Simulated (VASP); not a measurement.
Set up this calculation in VASP 6.6.1, as the native input.

* Task: single point
* Functional: PBEsol
* Potentials or basis: VASP PAW PBE potentials, release 64 (Ge_d, Bi_d, O)
* Cutoff: 520 eV
* k mesh: 4 × 6 × 4
* Occupations: fermi-dirac, width 0.03 eV
* Spin: no spin polarisation
* Dipole correction: no
* Further INCAR settings: ALGO = Normal; EDIFF = 1e-07; NBANDS = 43

The structure of GeBi2O4 lies in POSCAR:

```
GeBi2O4
1.0
    6.0009020250      0.0000000000      0.1124940508
    0.0000000000      3.5988343432      0.0000000000
   -1.7871551347      0.0000000000      5.2307941171
Ge Bi O
1 2 4
Direct
    0.5000000000      0.0000000000      0.5000000000
    0.0000000000      0.0000000000      0.0000000000
    0.5000000000      0.5000000000      0.0000000000
    0.7589927929      0.5000000000      0.7504906527
    0.2799927088      0.0000000000      0.7611254213
    0.2410072071      0.5000000000      0.2495093473
    0.7200072912      0.0000000000      0.2388745787
```

The input as run:

INCAR

```
PREC     = Accurate       # precision mode
ENCUT    = 520            # plane-wave cutoff, eV
EDIFF    = 1E-7           # SCF threshold, eV
ISMEAR   = -1             # smearing method
SIGMA    = 0.03           # smearing width, eV
LREAL    = F              # projectors in reciprocal space
LASPH    = T              # aspherical terms in the spheres
NELM     = 80             # most SCF steps
ALGO     = Normal         # electronic algorithm
ISIF     = 2              # what is computed and relaxed
LWAVE    = F              # write WAVECAR
LCHARG   = T              # write CHGCAR
GGA      = PS             # functional
LELF     = T              # ELF
LVHAR    = T            
NBANDS   = 43             # bands
```

KPOINTS

```
Automatic mesh
0
Gamma
  4 6 4
```

Potentials or basis: VASP PAW PBE potentials, release 64 (Ge_d, Bi_d, O).

Launch:

```sh
$ cat potpaw_PBE.64/Ge_d/POTCAR potpaw_PBE.64/Bi_d/POTCAR potpaw_PBE.64/O/POTCAR > POTCAR
$ mpirun -np 1 vasp_std > vasp.out
```

Results of the run:

```
Pressure               : 0.1 GPa
Largest force          : 0.016 eV/Å
Band gap on the k mesh : 0.21 eV (least direct gap 0.61 eV)
```

Caveat: the PAW data sets were made with another functional, which shifts forces and pressure a little; spin-orbit coupling is left out, which moves the levels of the heavy elements.

It took 4.3 min on 1 thread of Intel Xeon 8259CL, with other jobs on the host, peak memory 0.34 GiB.
